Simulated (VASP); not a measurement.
# Ir (Fd-3m) in VASP: notebook

The runs below take Ir through single point, with PBE.

Program: VASP 6.6.1. These are calculated values, not measurements. Logs are shortened: lines on timing, memory, paths and dates and some standing lists are left out, and cuts for length are marked.

### Step 1. The cell of the first run

It takes space group Fd-3m (No. 227, cubic). Conventional cell: a = 5.548 Å, b = 5.548 Å, c = 5.548 Å, α = 90.00°, β = 90.00°, γ = 90.00°. Within 3.2 Å of Ir (site symmetry -43m) lie 4 Ir at 2.40 Å.

### Step 2. Single point, PBE

Contents of INCAR:

```
  ALGO = Normal
  EDIFF = 1E-7
  ENCUT = 520
  GGA = PE
  ISIF = 2
  ISMEAR = -1
  LASPH = True
  LCHARG = True
  LELF = True
  LREAL = False
  LVHAR = True
  LWAVE = False
  NBANDS = 16
  NELM = 100
  PREC = Accurate
  SIGMA = 0.05
```

Contents of KPOINTS:

```
k-points
0
Gamma
  15 15 15
```

Contents of POSCAR:

```
Ir
1.0
    0.0000000000      2.7741088133      2.7741088133
    2.7741088133      0.0000000000      2.7741088133
    2.7741088133      2.7741088133      0.0000000000
Ir
2
Direct
    0.0000000000      0.0000000000      0.0000000000
    0.2500000000      0.2500000000      0.2500000000
```

Potentials or basis: VASP PAW PBE potentials, release 64 (Ir).

On the command line:

```
$ cat potpaw_PBE.64/Ir/POTCAR > POTCAR
$ mpirun -np 1 vasp_std > vasp.out
```

OUTCAR:

```text
EDIFF = 1E-7
   ENCUT = 520
   GGA = PE
   ISIF = 2
   ISMEAR = -1
   LASPH = True
   LREAL = False
   NELM = 100
   PREC = Accurate

 ion  position               nearest neighbor table
   1  0.000  0.000  0.000-   2 2.40   2 2.40   2 2.40   2 2.40
   2  0.250  0.250  0.250-   1 2.40   1 2.40   1 2.40   1 2.40

  LATTYP: Found a face centered cubic cell.
 ALAT       =     5.5482176266

  Lattice vectors:

 A1 = (   0.0000000000,   2.7741088133,   2.7741088133)
 A2 = (   2.7741088133,   0.0000000000,   2.7741088133)
 A3 = (   2.7741088133,   2.7741088133,   0.0000000000)

Analysis of symmetry for initial positions (statically):
=====================================================================
 Subroutine PRICEL returns:
 Original cell was already a primitive cell.

 Routine SETGRP: Setting up the symmetry group for a
 face centered cubic supercell.

 Subroutine GETGRP returns: Found 48 space group operations
 (whereof 24 operations were pure point group operations)
 out of a pool of 48 trial point group operations.

The static configuration has the point symmetry T_d .
 The point group associated with its full space group is O_h .

Analysis of symmetry for dynamics (positions and initial velocities):
=====================================================================
 Subroutine PRICEL returns:
 Original cell was already a primitive cell.

 Routine SETGRP: Setting up the symmetry group for a
 face centered cubic supercell.

 Subroutine GETGRP returns: Found 48 space group operations
 (whereof 24 operations were pure point group operations)
 out of a pool of 48 trial point group operations.

The dynamic configuration has the point symmetry T_d .
 The point group associated with its full space group is O_h .

 Subroutine INISYM returns: Found 48 space group operations
 (whereof 24 operations are pure point group operations),
 and found     1 'primitive' translations

----------------------------------------------------------------------------------------

                                     Primitive cell

  volume of cell :      42.6973

  direct lattice vectors                    reciprocal lattice vectors
     0.000000000  2.774108813  2.774108813    -0.180238063  0.180238063  0.180238063
     2.774108813  0.000000000  2.774108813     0.180238063 -0.180238063  0.180238063
     2.774108813  2.774108813  0.000000000     0.180238063  0.180238063 -0.180238063

  length of vectors
     3.923182307  3.923182307  3.923182307     0.312181483  0.312181483  0.312181483

  position of ions in fractional coordinates (direct lattice)
     0.000000000  0.000000000  0.000000000
     0.250000000  0.250000000  0.250000000

  ion indices of the primitive-cell ions
   primitive index   ion index
                 1           1
                 2           2

----------------------------------------------------------------------------------------

 KPOINTS: k-points

Automatic generation of k-mesh.
 Grid dimensions read from file:
 generate k-points for:   15   15   15

 Generating k-lattice:

  Cartesian coordinates                     Fractional coordinates (reciprocal lattice)
    -0.012015871  0.012015871  0.012015871     0.066666667  0.000000000  0.000000000
     0.012015871 -0.012015871  0.012015871     0.000000000  0.066666667  0.000000000
     0.012015871  0.012015871 -0.012015871     0.000000000  0.000000000  0.066666667

  Length of vectors
     0.020812099  0.020812099  0.020812099

  Shift w.r.t. Gamma in fractional coordinates (k-lattice)
     0.000000000  0.000000000  0.000000000

 Subroutine IBZKPT returns following result:
 ===========================================

 Found    120 irreducible k-points:

 Following reciprocal coordinates:
            Coordinates               Weight
  0.000000  0.000000  0.000000      1.000000
  0.066667  0.000000  0.000000      8.000000
  0.133333  0.000000  0.000000      8.000000
  0.200000  0.000000  0.000000      8.000000
  0.266667  0.000000  0.000000      8.000000
  0.333333  0.000000  0.000000      8.000000
[... 16 lines left out ...]
  0.133333  0.133333  0.000000      6.000000
  0.200000  0.133333  0.000000     24.000000
 [... further k-points ...]
   k-points           NKPTS =    120   k-points in BZ     NKDIM =    120   number of bands    NBANDS=     16
   number of dos      NEDOS =    301   number of ions     NIONS =      2
   total plane-waves  NPLWV =  27000
   dimension x,y,z NGX =    30 NGY =   30 NGZ =   30
   dimension x,y,z NGXF=    60 NGYF=   60 NGZF=   60
   ions per type =               2
   NGX,Y,Z   is equivalent  to a cutoff of  12.71, 12.71, 12.71 a.u.
   NGXF,Y,Z  is equivalent  to a cutoff of  25.43, 25.43, 25.43 a.u.
 SYSTEM =  unknown system
   PREC   = accura    normal or accurate (medium, high low for compatibility)
   ISTART =      0    job   : 0-new  1-cont  2-samecut
   ICHARG =      2    charge: 1-file 2-atom 10-const
   ISPIN  =      1    spin polarized calculation?
   LNONCOLLINEAR =      F non collinear calculations
   LSORBIT =      F    spin-orbit coupling
   LASPH  =      T    aspherical Exc in radial PAW
   ENCUT  =  520.0 eV  38.22 Ry    6.18 a.u.   7.29  7.29  7.29*2*pi/ulx,y,z
   NELM   =    100;   NELMIN=  2; NELMDL= -5     # of ELM steps
   EDIFF  = 0.1E-06   stopping-criterion for ELM
   LREAL  =      F    real-space projection
   EDIFFG = 0.1E-05   stopping-criterion for IOM
   NSW    =      0    number of steps for IOM
   IBRION =     -1    ionic relax: 0-MD 1-quasi-New 2-CG
   NFREE  =      0    steps in history (QN), initial steepest desc. (CG)
   ISIF   =      2    stress and relaxation
   ISYM   =      2    0-nonsym 1-usesym 2-fastsym
   POTIM  = 0.5000    time-step for ionic-motion
   TEBEG  =    0.0;   TEEND  =   0.0 temperature during run
   PSTRESS=    0.0 pullay stress
   NELECT =      18.0000    total number of electrons
   NUPDOWN=      -1.0000    fix difference up-down
   EMIN   =  10.00;   EMAX   =-10.00  energy-range for DOS
   EFERMI =   0.00;   METHOD = LEGACY
   ISMEAR =    -1;   SIGMA  =   0.05  broadening in eV -4-tet -1-fermi 0-gaus
   EFERMI_NEDOS =   21; number of points for ismear=-14 and -15
   IALGO  =     38    algorithm
   IMIX   =      4    mixing-type and parameters
     AMIX     =   0.40;   BMIX     =  1.00
     AMIX_MAG =   1.60;   BMIX_MAG =  1.00
  volume/ion in A,a.u.               =      21.35       144.07
  Fermi-wavevector in a.u.,A,eV,Ry     =   1.227530  2.319696 20.501671  1.506830
  Thomas-Fermi vector in A             =   2.362490
   LORBIT       =      0    0 simple, 1 ext, 2 COOP (PROOUT), +10 PAW based schemes
   GGA     = PE    functional components
   LHFCALC =     F    Hartree Fock is set to
   AEXX    =    0.0000 exact exchange contribution
   IVDW    =     0    specifies the selected vdW correction
   LEPSILON=     F    determine dielectric tensor
   LRPA    =     F    only Hartree local field effects (RPA)
 non-spin polarized calculation
  energy-cutoff  :      520.00
  volume of cell :       42.70
 maximum number of plane-waves:      1171
 NGX is ok and might be reduce to    30
   NGX = 15   NGY = 15   NGZ = 15

 number of electron      17.9999999 magnetization

 Free energy of the ion-electron system (eV)
  ---------------------------------------------------
  ext. energy  EPLUGINS =         0.00000000
  ---------------------------------------------------
  free energy    TOTEN  =       -15.71137486 eV

  energy without entropy =      -15.69317338  energy(sigma->0) =      -15.70227412

 E-fermi :   5.3188     XC(G=0): -11.2183

 val. band max:        5.3156884852   @ k =   0.4000   0.1333   0.0000
 cond. band min:       5.3230884202   @ k =  -0.2000   0.3333   0.1333
 fundamental gap:      0.0073999350
 Fermi energy:         5.3188392256

 k-point     1 :       0.0000    0.0000    0.0000
  band No.  band energies     occupation
      1      -2.7335      2.00000
      2       0.2081      2.00000
      3       0.2081      2.00000
      4       0.6103      2.00000
      5       0.6103      2.00000
      6       0.6103      2.00000
[... 8 lines left out ...]
     15      17.8066      0.00000
     16      17.8066      0.00000

 k-point     2 :       0.0667    0.0000    0.0000
  band No.  band energies     occupation
      1      -2.6558      2.00000
      2       0.1433      2.00000
      3       0.1433      2.00000
      4       0.6011      2.00000
      5       0.7045      2.00000
      6       0.7045      2.00000
[... 8 lines left out ...]
     15      17.5455      0.00000
     16      17.5455      0.00000

 k-point     3 :       0.1333    0.0000    0.0000
  band No.  band energies     occupation
      1      -2.4290      2.00000
      2       0.0468      2.00000
      3       0.0468      2.00000
      4       0.5764      2.00000
      5       0.8759      2.00000
      6       0.8759      2.00000
[... 8 lines left out ...]
     15      16.8672      0.00000
     16      17.5330      0.00000

 k-point     4 :       0.2000    0.0000    0.0000
  band No.  band energies     occupation
      1      -2.0747      2.00000
      2      -0.0078      2.00000
      3      -0.0078      2.00000
      4       0.5422      2.00000
      5       1.0123      2.00000
      6       1.0123      2.00000
[... 8 lines left out ...]
     15      16.0878      0.00000
     16      18.1144      0.00000

 k-point     5 :       0.2667    0.0000    0.0000
  band No.  band energies     occupation
      1      -1.6351      2.00000
      2      -0.0018      2.00000
      3      -0.0018      2.00000
      4       0.5021      2.00000
      5       1.0507      2.00000
      6       1.0507      2.00000
[... 8 lines left out ...]
     15      15.3634      0.00000
     16      18.5334      0.00000

 k-point     6 :       0.3333    0.0000    0.0000
  band No.  band energies     occupation
      1      -1.1791      2.00000
      2       0.0673      2.00000
      3       0.0673      2.00000
      4       0.4504      2.00000
      5       0.9737      2.00000
      6       0.9737      2.00000
[... 8 lines left out ...]
     15      15.1398      0.00000
     16      18.6188      0.00000

 k-point     7 :       0.4000    0.0000    0.0000
  band No.  band energies     occupation
      1      -0.7946      2.00000
      2       0.1926      2.00000
      3       0.1926      2.00000
      4       0.3782      2.00000
      5       0.8130      2.00000
      6       0.8130      2.00000
[... 8 lines left out ...]
     15      15.0441      0.00000
     16      18.5937      0.00000

 k-point     8 :       0.4667    0.0000    0.0000
  band No.  band energies     occupation
      1      -0.5662      2.00000
      2       0.3090      2.00000
      3       0.3482      2.00000
      4       0.3482      2.00000
      5       0.6292      2.00000
      6       0.6292      2.00000
[... 8 lines left out ...]
     15      15.0029      0.00000
     16      18.5624      0.00000

 k-point     9 :       0.0667    0.0667    0.0000
  band No.  band energies     occupation
      1      -2.6295      2.00000
      2       0.0269      2.00000
      3       0.2601      2.00000
      4       0.6075      2.00000
      5       0.6075      2.00000
      6       0.8136      2.00000
[... 8 lines left out ...]
     15      16.8882      0.00000
     16      18.1979      0.00000
[... 172 lines left out ...]
 k-point    19 :      -0.2667    0.0667    0.0000
  band No.  band energies     occupation
      1      -1.4205      2.00000
      2      -0.1411      2.00000
      3       0.1772      2.00000
      4       0.4534      2.00000
      5       0.8737      2.00000
      6       1.2605      2.00000
[... 8 lines left out ...]
     15      15.5315      0.00000
     16      18.3785      0.00000

 k-point    20 :      -0.2000    0.0667    0.0000
  band No.  band energies     occupation
      1      -1.8708      2.00000
      2      -0.1599      2.00000
      3       0.1417      2.00000
      4       0.5108      2.00000
      5       0.8900      2.00000
      6       1.2335      2.00000
[... 8 lines left out ...]
     15      16.3966      0.00000
     16      17.9365      0.00000

 k-point    21 :      -0.1333    0.0667    0.0000
  band No.  band energies     occupation
      1      -2.2570      2.00000
      2      -0.1123      2.00000
      3       0.1488      2.00000
      4       0.5644      2.00000
      5       0.8138      2.00000
      6       1.0924      2.00000
[... 8 lines left out ...]
     15      17.2928      0.00000
     16      17.3629      0.00000

 k-point    22 :      -0.0667    0.0667    0.0000
  band No.  band energies     occupation
      1      -2.5279      2.00000
      2      -0.0042      2.00000
      3       0.1750      2.00000
      4       0.5998      2.00000
      5       0.7088      2.00000
      6       0.8946      2.00000
[... 8 lines left out ...]
     15      16.9817      0.00000
     16      17.8193      0.00000

 k-point    23 :       0.1333    0.1333    0.0000
  band No.  band energies     occupation
      1      -2.3211      2.00000
      2      -0.2366      2.00000
      3       0.4149      2.00000
      4       0.5963      2.00000
      5       0.5963      2.00000
      6       1.1438      2.00000
[... 8 lines left out ...]
     15      16.1898      0.00000
     16      16.4980      0.00000

 k-point    24 :       0.2000    0.1333    0.0000
  band No.  band energies     occupation
      1      -2.0502      2.00000
      2      -0.3385      2.00000
      3       0.4212      2.00000
      4       0.5698      2.00000
      5       0.6903      2.00000
      6       1.3174      2.00000
[... 8 lines left out ...]
     15      15.7014      0.00000
     16      16.5902      0.00000

 [... further k-points ...]
[... 5 lines left out ...]
  --------------------------------------------------------------------------------------
  -------------------------------------------------------------------------------------
  Total        0.4327351      0.4327351      0.4327351     -0.0000000      0.0000000      0.0000000
  in kB       16.2379884     16.2379884     16.2379884     -0.0000000      0.0000000      0.0000000
  external PRESSURE =      16.2379884 kB  Pullay stress =       0.0000000 kB

 VOLUME and BASIS-vectors are now :
 -----------------------------------------------------------------------------
  energy-cutoff  :      520.00
  volume of cell :       42.70
      direct lattice vectors                 reciprocal lattice vectors
     0.000000000  2.774108813  2.774108813    -0.180238063  0.180238063  0.180238063
     2.774108813  0.000000000  2.774108813     0.180238063 -0.180238063  0.180238063
     2.774108813  2.774108813  0.000000000     0.180238063  0.180238063 -0.180238063

 POSITION                                       TOTAL-FORCE (eV/Angst)
 -----------------------------------------------------------------------------------
      0.00000      0.00000      0.00000         0.000000      0.000000      0.000000
      1.38705      1.38705      1.38705        -0.000000     -0.000000     -0.000000
 -----------------------------------------------------------------------------------
    total drift:                                0.000000     -0.000000      0.000000

  FREE ENERGIE OF THE ION-ELECTRON SYSTEM (eV)
  ---------------------------------------------------
  free  energy   TOTEN  =       -15.7113748620 eV

  energy  without entropy=      -15.6931733764  energy(sigma->0) =      -15.70227412
```

Run time: 44 s. Hardware: 1 thread of Intel Xeon Platinum 8559C (Emerald Rapids), shared host; peak memory 0.21 GiB.

What came out:

```yaml
Free_energy: -15.7114 eV
Pressure: 1.6 GPa
Band_gap_on_the_k_mesh: zero (band 9 reaches 6.31 eV, above the bottom of band 10 at 4.79 eV)
```

Levels at points of the mesh, in eV from the Fermi level:
```
           k point  band 5  band 6  band 7  band 8  band 9  band 10  band 11  band 12  band 13  band 14
(0.00, 0.00, 0.00)   -4.71   -4.71   -1.77   -1.77   -1.77     0.79     0.79    10.89    10.97    12.49
```

Caveat: spin-orbit coupling is left out, which moves the levels of the heavy elements.

### Step 3. Single point, PBE

This run uses another cell than the first one, of 21.58 Å³/atom, 1.011 times its volume.

Contents of INCAR:

```
ALGO = Normal
EDIFF = 1E-7
ENCUT = 520
GGA = PE
ISIF = 2
ISMEAR = -1
LASPH = True
LCHARG = False
LREAL = False
LWAVE = False
NBANDS = 16
NELM = 60
PREC = Accurate
SIGMA = 0.05
```

KPOINTS is that of step 2.

Contents of POSCAR:

```
Ir
1.0
    0.0000000000      2.7839199234      2.7839199234
    2.7839199234      0.0000000000      2.7839199234
    2.7839199234      2.7839199234      0.0000000000
Ir
2
Direct
    0.0000000000      0.0000000000      0.0000000000
    0.2500000000      0.2500000000      0.2500000000
```

Potentials or basis: VASP PAW PBE potentials, release 64 (Ir).

On the command line:

```
$ cat potpaw_PBE.64/Ir/POTCAR > POTCAR
$ mpirun -np 1 vasp_std > vasp.out
```

It took 42 s on 1 thread of Intel Xeon Platinum 8559C (Emerald Rapids), shared host; peak memory 0.21 GiB.

It converged, with:

- Free energy: -15.7133 eV
- Pressure: -0.3 GPa
- Band gap on the k mesh: zero (band 9 reaches 6.16 eV, above the bottom of band 10 at 4.67 eV)

Levels at points of the mesh, in eV from the Fermi level:
| k point | band 6 | band 7 | band 8 | band 9 | band 10 | band 11 | band 12 | band 13 |
| --- | --- | --- | --- | --- | --- | --- | --- | --- |
| (0.00, 0.00, 0.00) | -4.65 | -1.75 | -1.75 | -1.75 | 0.77 | 0.77 | 10.84 | 10.93 |

Caveat: spin-orbit coupling is left out, which moves the levels of the heavy elements.
